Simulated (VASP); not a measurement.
# BeS (f.bd3) (F-43m) in VASP: a series of runs

The runs below take BeS (f.bd3) through single point, with PBE+D3(BJ).

All numbers are computed with VASP 6.6.1; they aren't measurements. Logs are shortened: lines on timing, memory, paths and dates and some standing lists are left out, and cuts for length are marked.

### Step 1. The cell of the first run

The structure is cubic, space group F-43m (No. 216). Conventional cell: a = 4.815 Å, b = 4.815 Å, c = 4.815 Å, α = 90.00°, β = 90.00°, γ = 90.00°. Be (site symmetry -43m) has 4 S at 2.09 Å within 2.8 Å. Within 2.8 Å of S (site symmetry -43m) lie 4 Be at 2.09 Å.

### Step 2. Single point, PBE+D3(BJ)

Contents of INCAR:

```
ALGO     = Normal         # electronic algorithm
EDIFF    = 1E-6           # SCF threshold, eV
ENCUT    = 600            # plane-wave cutoff, eV
GGA      = PE             # functional
GGA_COMPAT= False        
ISIF     = 2              # what is computed and relaxed
ISMEAR   = 0              # smearing method
IVDW     = 12             # dispersion correction
LASPH    = True           # aspherical terms in the spheres
LCHARG   = False          # write CHGCAR
LREAL    = False          # projectors in reciprocal space
LWAVE    = False          # write WAVECAR
NBANDS   = 11             # bands
NELM     = 120            # most SCF steps
PREC     = Accurate       # precision mode
SIGMA    = 0.02           # smearing width, eV
```

Contents of KPOINTS:

```
k-points
0
Gamma
  8 8 8
```

Contents of POSCAR:

```
BeS
1.0
    0.0000000000      2.4077236109      2.4077236109
    2.4077236109      0.0000000000      2.4077236109
    2.4077236109      2.4077236109      0.0000000000
Be S
1 1
Direct
    0.0000000000      0.0000000000      0.0000000000
    0.2500000000      0.2500000000      0.2500000000
```

Potentials or basis: VASP PAW PBE potentials, release 64 (Be, S).

The run is started by

```bash
cat potpaw_PBE.64/Be/POTCAR potpaw_PBE.64/S/POTCAR > POTCAR
mpirun -np 1 vasp_std > vasp.out
```

OUTCAR:

```text
EDIFF = 1E-6
   ENCUT = 600
   GGA = PE
   ISIF = 2
   ISMEAR = 0
   IVDW = 12
   LASPH = True
   LREAL = False
   NELM = 120
   PREC = Accurate
 IVDW          = 12

 ion  position               nearest neighbor table
   1  0.000  0.000  0.000-   2 2.09   2 2.09   2 2.09   2 2.09
   2  0.250  0.250  0.250-   1 2.09   1 2.09   1 2.09   1 2.09

  LATTYP: Found a face centered cubic cell.
 ALAT       =     4.8154472218

  Lattice vectors:

 A1 = (   0.0000000000,   2.4077236109,   2.4077236109)
 A2 = (   2.4077236109,   0.0000000000,   2.4077236109)
 A3 = (   2.4077236109,   2.4077236109,   0.0000000000)

Analysis of symmetry for initial positions (statically):
=====================================================================
 Subroutine PRICEL returns:
 Original cell was already a primitive cell.

 Routine SETGRP: Setting up the symmetry group for a
 face centered cubic supercell.

 Subroutine GETGRP returns: Found 24 space group operations
 (whereof 24 operations were pure point group operations)
 out of a pool of 48 trial point group operations.

The static configuration has the point symmetry T_d .

Analysis of symmetry for dynamics (positions and initial velocities):
=====================================================================
 Subroutine PRICEL returns:
 Original cell was already a primitive cell.

 Routine SETGRP: Setting up the symmetry group for a
 face centered cubic supercell.

 Subroutine GETGRP returns: Found 24 space group operations
 (whereof 24 operations were pure point group operations)
 out of a pool of 48 trial point group operations.

The dynamic configuration has the point symmetry T_d .

 Subroutine INISYM returns: Found 24 space group operations
 (whereof 24 operations are pure point group operations),
 and found     1 'primitive' translations

----------------------------------------------------------------------------------------

                                     Primitive cell

  volume of cell :      27.9158

  direct lattice vectors                    reciprocal lattice vectors
     0.000000000  2.407723611  2.407723611    -0.207665032  0.207665032  0.207665032
     2.407723611  0.000000000  2.407723611     0.207665032 -0.207665032  0.207665032
     2.407723611  2.407723611  0.000000000     0.207665032  0.207665032 -0.207665032

  length of vectors
     3.405035385  3.405035385  3.405035385     0.359686386  0.359686386  0.359686386

  position of ions in fractional coordinates (direct lattice)
     0.000000000  0.000000000  0.000000000
     0.250000000  0.250000000  0.250000000

  ion indices of the primitive-cell ions
   primitive index   ion index
                 1           1
                 2           2

----------------------------------------------------------------------------------------

 KPOINTS: k-points

Automatic generation of k-mesh.
 Grid dimensions read from file:
 generate k-points for:    8    8    8

 Generating k-lattice:

  Cartesian coordinates                     Fractional coordinates (reciprocal lattice)
    -0.025958129  0.025958129  0.025958129     0.125000000  0.000000000  0.000000000
     0.025958129 -0.025958129  0.025958129     0.000000000  0.125000000  0.000000000
     0.025958129  0.025958129 -0.025958129     0.000000000  0.000000000  0.125000000

  Length of vectors
     0.044960798  0.044960798  0.044960798

  Shift w.r.t. Gamma in fractional coordinates (k-lattice)
     0.000000000  0.000000000  0.000000000

 Subroutine IBZKPT returns following result:
 ===========================================

 Found     29 irreducible k-points:

 Following reciprocal coordinates:
            Coordinates               Weight
  0.000000  0.000000  0.000000      1.000000
  0.125000  0.000000  0.000000      8.000000
  0.250000  0.000000  0.000000      8.000000
  0.375000  0.000000  0.000000      8.000000
  0.500000  0.000000  0.000000      4.000000
  0.125000  0.125000  0.000000      6.000000
[... 16 lines left out ...]
  0.500000  0.250000  0.125000     48.000000
 -0.375000  0.250000  0.125000     24.000000
 [... further k-points ...]
   k-points           NKPTS =     29   k-points in BZ     NKDIM =     29   number of bands    NBANDS=     11
   number of dos      NEDOS =    301   number of ions     NIONS =      2
   total plane-waves  NPLWV =  21952
   dimension x,y,z NGX =    28 NGY =   28 NGZ =   28
   dimension x,y,z NGXF=    56 NGYF=   56 NGZF=   56
   ions per type =               1   1
   NGX,Y,Z   is equivalent  to a cutoff of  13.67, 13.67, 13.67 a.u.
   NGXF,Y,Z  is equivalent  to a cutoff of  27.34, 27.34, 27.34 a.u.
 SYSTEM =  unknown system
   PREC   = accura    normal or accurate (medium, high low for compatibility)
   ISTART =      0    job   : 0-new  1-cont  2-samecut
   ICHARG =      2    charge: 1-file 2-atom 10-const
   ISPIN  =      1    spin polarized calculation?
   LNONCOLLINEAR =      F non collinear calculations
   LSORBIT =      F    spin-orbit coupling
   LASPH  =      T    aspherical Exc in radial PAW
   ENCUT  =  600.0 eV  44.10 Ry    6.64 a.u.   6.80  6.80  6.80*2*pi/ulx,y,z
   NELM   =    120;   NELMIN=  2; NELMDL= -5     # of ELM steps
   EDIFF  = 0.1E-05   stopping-criterion for ELM
   LREAL  =      F    real-space projection
   EDIFFG = 0.1E-04   stopping-criterion for IOM
   NSW    =      0    number of steps for IOM
   IBRION =     -1    ionic relax: 0-MD 1-quasi-New 2-CG
   NFREE  =      0    steps in history (QN), initial steepest desc. (CG)
   ISIF   =      2    stress and relaxation
   ISYM   =      2    0-nonsym 1-usesym 2-fastsym
   POTIM  = 0.5000    time-step for ionic-motion
   TEBEG  =    0.0;   TEEND  =   0.0 temperature during run
   PSTRESS=    0.0 pullay stress
   NELECT =       8.0000    total number of electrons
   NUPDOWN=      -1.0000    fix difference up-down
   EMIN   =  10.00;   EMAX   =-10.00  energy-range for DOS
   EFERMI =   0.00;   METHOD = LEGACY
   ISMEAR =     0;   SIGMA  =   0.02  broadening in eV -4-tet -1-fermi 0-gaus
   EFERMI_NEDOS =   21; number of points for ismear=-14 and -15
   IALGO  =     38    algorithm
   IMIX   =      4    mixing-type and parameters
     AMIX     =   0.40;   BMIX     =  1.00
     AMIX_MAG =   1.60;   BMIX_MAG =  1.00
  volume/ion in A,a.u.               =      13.96        94.19
  Fermi-wavevector in a.u.,A,eV,Ry     =   1.079332  2.039641 15.850196  1.164957
  Thomas-Fermi vector in A             =   2.215294
   LORBIT       =      0    0 simple, 1 ext, 2 COOP (PROOUT), +10 PAW based schemes
   GGA     = PE    functional components
   LHFCALC =     F    Hartree Fock is set to
   AEXX    =    0.0000 exact exchange contribution
   IVDW    =    12    specifies the selected vdW correction
   LEPSILON=     F    determine dielectric tensor
   LRPA    =     F    only Hartree local field effects (RPA)
 non-spin polarized calculation
 Gauss-broadening in eV      SIGMA  =   0.02
  energy-cutoff  :      600.00
  volume of cell :       27.92
 maximum number of plane-waves:       950
   NGX = 13   NGY = 13   NGZ = 13

 number of electron       8.0000000 magnetization

 Free energy of the ion-electron system (eV)
  ---------------------------------------------------
  ext. energy  EPLUGINS =         0.00000000
  ---------------------------------------------------
  free energy    TOTEN  =       -10.00110386 eV

  energy without entropy =      -10.00110386  energy(sigma->0) =      -10.00110386

 E-fermi :   4.5239     XC(G=0):  -9.8198

 val. band max:        4.3992556827   @ k =   0.0000   0.0000   0.0000
 cond. band min:       7.4609516686   @ k =   0.5000   0.5000   0.0000
 fundamental gap:      3.0616959859
 Fermi energy:         4.5239056057

 k-point     1 :       0.0000    0.0000    0.0000
  band No.  band energies     occupation
      1      -9.4396      2.00000
      2       4.3993      2.00000
      3       4.3993      2.00000
      4       4.3993      2.00000
      5      10.0589      0.00000
      6      10.0589      0.00000
      7      10.0589      0.00000
      8      10.4691      0.00000
      9      17.2544      0.00000
     10      17.2544      0.00000
     11      19.4391      0.00000

 k-point     2 :       0.1250    0.0000    0.0000
  band No.  band energies     occupation
      1      -9.2570      2.00000
      2       3.1728      2.00000
      3       4.1929      2.00000
      4       4.1929      2.00000
      5      10.0539      0.00000
      6      10.4255      0.00000
      7      10.4255      0.00000
      8      11.7173      0.00000
      9      16.5551      0.00000
     10      16.5551      0.00000
     11      19.2348      0.00000

 k-point     3 :       0.2500    0.0000    0.0000
  band No.  band energies     occupation
      1      -8.7528      2.00000
      2       1.0224      2.00000
      3       3.7834      2.00000
      4       3.7834      2.00000
      5      10.0204      0.00000
      6      10.9797      0.00000
      7      10.9797      0.00000
      8      13.8387      0.00000
      9      16.3190      0.00000
     10      16.3190      0.00000
     11      18.7770      0.00000

 k-point     4 :       0.3750    0.0000    0.0000
  band No.  band energies     occupation
      1      -8.1081      2.00000
      2      -0.7833      2.00000
      3       3.4548      2.00000
      4       3.4548      2.00000
      5       9.9771      0.00000
      6      11.0370      0.00000
      7      11.0370      0.00000
      8      15.3125      0.00000
      9      17.7094      0.00000
     10      17.7094      0.00000
     11      19.0034      0.00000
[... 239 lines left out ...]
 k-point    22 :       0.3750    0.2500    0.1250
  band No.  band energies     occupation
      1      -8.3399      2.00000
      2       0.7916      2.00000
      3       2.1900      2.00000
      4       3.2462      2.00000
      5       9.9344      0.00000
      6      11.7366      0.00000
      7      11.9688      0.00000
      8      13.0295      0.00000
      9      16.1395      0.00000
     10      18.9455      0.00000
     11      20.5217      0.00000

 k-point    23 :       0.5000    0.2500    0.1250
  band No.  band energies     occupation
      1      -7.7710      2.00000
      2      -0.4071      2.00000
      3       1.6480      2.00000
      4       2.7587      2.00000
      5      10.4081      0.00000
      6      11.2559      0.00000
      7      12.9619      0.00000
      8      13.7610      0.00000
      9      17.1613      0.00000
     10      18.9500      0.00000
     11      21.0628      0.00000

 k-point    24 :      -0.3750    0.2500    0.1250
  band No.  band energies     occupation
      1      -7.4829      2.00000
      2      -0.9831      2.00000
      3       1.5551      2.00000
      4       2.5047      2.00000
      5      10.4874      0.00000
      6      11.0437      0.00000
      7      13.6351      0.00000
      8      15.0184      0.00000
      9      15.9400      0.00000
     10      19.8576      0.00000
     11      20.5577      0.00000

 [... further k-points ...]

------------------------ aborting loop because EDIFF is reached ----------------------------------------

 Edisp (eV)   -0.61652

 E8    (eV) :    -0.2210

  FORCE on cell =-STRESS in cart. coord.  units (eV):
  Direction    XX          YY          ZZ          XY          YZ          ZX
  --------------------------------------------------------------------------------------
  -------------------------------------------------------------------------------------
  Total       0.01324     0.01324     0.01324     0.00000     0.00000    -0.00000
  in kB       0.75975     0.75975     0.75975     0.00000     0.00000    -0.00000
  external pressure =        0.76 kB  Pullay stress =        0.00 kB

 VOLUME and BASIS-vectors are now :
 -----------------------------------------------------------------------------
  energy-cutoff  :      600.00
  volume of cell :       27.92
      direct lattice vectors                 reciprocal lattice vectors
     0.000000000  2.407723611  2.407723611    -0.207665032  0.207665032  0.207665032
     2.407723611  0.000000000  2.407723611     0.207665032 -0.207665032  0.207665032
     2.407723611  2.407723611  0.000000000     0.207665032  0.207665032 -0.207665032

 POSITION                                       TOTAL-FORCE (eV/Angst)
 -----------------------------------------------------------------------------------
      0.00000      0.00000      0.00000        -0.000000     -0.000000     -0.000000
      1.20386      1.20386      1.20386         0.000000      0.000000      0.000000
 -----------------------------------------------------------------------------------
    total drift:                                0.000000      0.000000      0.000000

  FREE ENERGIE OF THE ION-ELECTRON SYSTEM (eV)
  ---------------------------------------------------
  free  energy   TOTEN  =       -10.6176285384 eV

  energy  without entropy=      -10.6176285384  energy(sigma->0) =      -10.61762854
```

It took 6.7 s on 1 thread of Intel Xeon 6975P-C (Granite Rapids), shared host; peak memory 0.16 GiB.

What came out:

- Free energy: -10.6176 eV
- Pressure: 0.1 GPa
- Band gap on the k mesh: 3.06 eV, indirect (least direct gap 5.66 eV)
- Dispersion energy per atom: -0.308 eV

Levels at points of the mesh, in eV from the valence-band top:
| k point | band 2 | band 3 | band 4 | band 5 | band 6 | band 7 |
| --- | --- | --- | --- | --- | --- | --- |
| (0.00, 0.00, 0.00) | 0.00 | 0.00 | 0.00 | 5.66 | 5.66 | 5.66 |
| (0.50, 0.00, 0.00) | -5.93 | -1.06 | -1.06 | 5.56 | 6.56 | 6.56 |
| (0.50, 0.50, 0.00) | -5.13 | -2.72 | -2.72 | 3.06 | 4.90 | 12.96 |

### Step 3. Single point, PBE+D3(BJ)

Contents of INCAR:

```
SYSTEM = BeS
PREC     = Accurate       ! precision mode
ENCUT    = 600            ! plane-wave cutoff, eV
EDIFF    = 1E-6           ! SCF threshold, eV
ISMEAR   = 0              ! smearing method
SIGMA    = 0.02           ! smearing width, eV
LREAL    = .False.        ! projectors in reciprocal space
LASPH    = .True.         ! aspherical terms in the spheres
NELM     = 120            ! most SCF steps
ALGO     = Normal         ! electronic algorithm
ISIF     = 2              ! what is computed and relaxed
LWAVE    = .False.        ! write WAVECAR
LCHARG   = .False.        ! write CHGCAR
GGA      = PE             ! functional
IVDW     = 12             ! dispersion correction
NBANDS   = 11             ! bands
GGA_COMPAT= .False.
```

Contents of KPOINTS:

```
Automatic mesh
0
Gamma
  8 8 8
  0 0 0
```

POSCAR is that of step 2.

Potentials or basis: VASP PAW PBE potentials, release 64 (Be, S).

The run is started by

```bash
cat potpaw_PBE.64/Be/POTCAR potpaw_PBE.64/S/POTCAR > POTCAR
mpirun -np 1 vasp_std > vasp.out
```

It took 6.7 s on 1 thread of Intel Xeon 6975P-C (Granite Rapids), shared host; peak memory 0.16 GiB.

The run converged. Its results:

* Free energy: -10.6176 eV
* Pressure: 0.1 GPa
* Band gap on the k mesh: 3.06 eV, indirect (least direct gap 5.66 eV)
* Dispersion energy per atom: -0.308 eV

Levels at points of the mesh, in eV from the valence-band top:
| k point | band 2 | band 3 | band 4 | band 5 | band 6 | band 7 |
| --- | --- | --- | --- | --- | --- | --- |
| (0.00, 0.00, 0.00) | 0.00 | 0.00 | 0.00 | 5.66 | 5.66 | 5.66 |
| (0.50, 0.00, 0.00) | -5.93 | -1.06 | -1.06 | 5.56 | 6.56 | 6.56 |
| (0.50, 0.50, 0.00) | -5.13 | -2.72 | -2.72 | 3.06 | 4.90 | 12.96 |

A k mesh can miss the band edges. Expect the measured gap to be larger: semilocal functionals such as PBE lack the derivative discontinuity.
